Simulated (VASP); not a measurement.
The system is La3Tl.

```
CELL_PARAMETERS angstrom
5.12779 0.00000 0.00000
0.00000 5.12779 0.00000
0.00000 0.00000 5.12779
ATOMIC_POSITIONS crystal
Tl 0.00000 0.00000 0.00000
La 0.00000 0.50000 0.50000
La 0.50000 0.00000 0.50000
La 0.50000 0.50000 0.00000
```

| Item | Value |
| --- | --- |
| Program | VASP 6.6.1 |
| Task | relaxation of cell and atoms |
| Functional | r2SCAN |
| Potentials or basis | VASP PAW PBE potentials, release 64 (Tl_d, La) |
| Cutoff | 600 eV |
| k mesh | 4 × 4 × 4 |
| Occupations | fermi-dirac, width 0.1 eV |
| Spin | no spin polarisation |

At the start: pressure -1.2 GPa; volume 33.71 Å³/atom.

Task: Where does the relaxation end?

Result: Over 3 steps the energy falls by 4.1 meV/atom and the volume is 32.64 Å³/atom (-3.2 %); space group Pm-3m (No. 221, to 0.05 Å).

The path:
```tsv
step	energy change (eV)	largest force (eV/Å)	pressure (GPa)	volume (Å³)
1	0.0000	0.0000	-1.20	134.83
2	-0.0162	0.0000	0.18	129.98
3	-0.0165	0.0000	0.00	130.55
```

Final structure:
```
Tl La
1.0
     5.07288    0.00000    0.00000
     0.00000    5.07288    0.00000
     0.00000    0.00000    5.07288
Tl La
1 3
Direct
  0.00000 0.00000 0.00000
  0.00000 0.50000 0.50000
  0.50000 0.00000 0.50000
  0.50000 0.50000 0.00000
```

Caveat: the PAW data sets were made with another functional, which shifts forces and pressure a little.
